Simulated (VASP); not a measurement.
A run of VASP 6.6.1 is set up as follows.

File INCAR:

```
PREC = Accurate
ENCUT = 600
EDIFF = 1E-6
ISMEAR = 0
SIGMA = 0.1
LREAL = F
LASPH = T
NELM = 100
ALGO = Normal
ISIF = 3
LWAVE = F
LCHARG = F
GGA = PE
IVDW = 12
IBRION = 2
NSW = 90
EDIFFG = -0.04
```

KPOINTS

```
Automatic mesh
0
Gamma
  6 6 2
```

File POSCAR:

```
HfB4
1.0
    3.1381147500      0.0000000000      0.0000000000
   -1.5690573800      2.7176871000      0.0000000000
    0.0000000000      0.0000000000     12.5986885200
Hf B
2 8
Direct
    0.3333333300      0.6666666700      0.7500000000
    0.6666666700      0.3333333300      0.2500000000
    0.6666666700      0.3333333300      0.6214412100
    0.0000000000      0.0000000000      0.6214412100
    0.6666666700      0.3333333300      0.8785587900
    0.0000000000      0.0000000000      0.8785587900
    0.3333333300      0.6666666700      0.1214412100
    0.0000000000      0.0000000000      0.1214412100
    0.3333333300      0.6666666700      0.3785587900
    0.0000000000      0.0000000000      0.3785587900
```

Potentials or basis: VASP PAW PBE potentials, release 64 (Hf_pv, B).

Run with:

```bash
$ cat potpaw_PBE.64/Hf_pv/POTCAR potpaw_PBE.64/B/POTCAR > POTCAR
$ mpirun -np 1 vasp_std > vasp.out
```

(1) Predict the band gap on the k mesh.

(2) Estimate the relaxed cell.

Results:

(1) zero (band 22 reaches 6.82 eV, above the bottom of band 23 at 6.55 eV).

(2) a = 3.118 Å, b = 3.118 Å, c = 10.726 Å, α = 90.00°, β = 90.00°, γ = 120.00°.

Caveat: the k points lie up to 0.39 Å⁻¹ apart in the final cell; spin-orbit coupling is left out, which moves the levels of the heavy elements.
